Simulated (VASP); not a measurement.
Crystal: SiO2.

```
Si O
1.0
    -2.80590    2.80878    2.34521
     2.80590   -2.80878    2.34521
     2.80590    2.80878   -2.34521
Si O
2 4
Direct
  0.25000 0.25000 0.00000
  0.75000 0.75000 0.00000
  0.14731 0.85244 0.99975
  0.64731 0.64756 0.29486
  0.35269 0.35244 0.70514
  0.85269 0.14756 0.00025
```

Program: VASP 6.6.1. Alike in all runs: task single point; no spin polarisation; cell as given; k mesh 8 × 8 × 8.

Q: Order these runs on this cell by their band gap on the k mesh, lowest first.
A. level r2SCAN; potentials or basis VASP PAW PBE potentials, release 64 (Si, O); cutoff (eV) 660; smearing gaussian 0.01 eV
B. level LDA; potentials or basis VASP PAW LDA potentials, release 64 (Si, O); cutoff (eV) 600; smearing gaussian 0.01 eV
C. level PBE; potentials or basis VASP PAW PBE potentials, release 64 (Si, O); cutoff (eV) 600; smearing fermi-dirac 0.02 eV

A: B (4.80 eV), C (4.98 eV), A (5.71 eV).

A k mesh can miss the band edges.
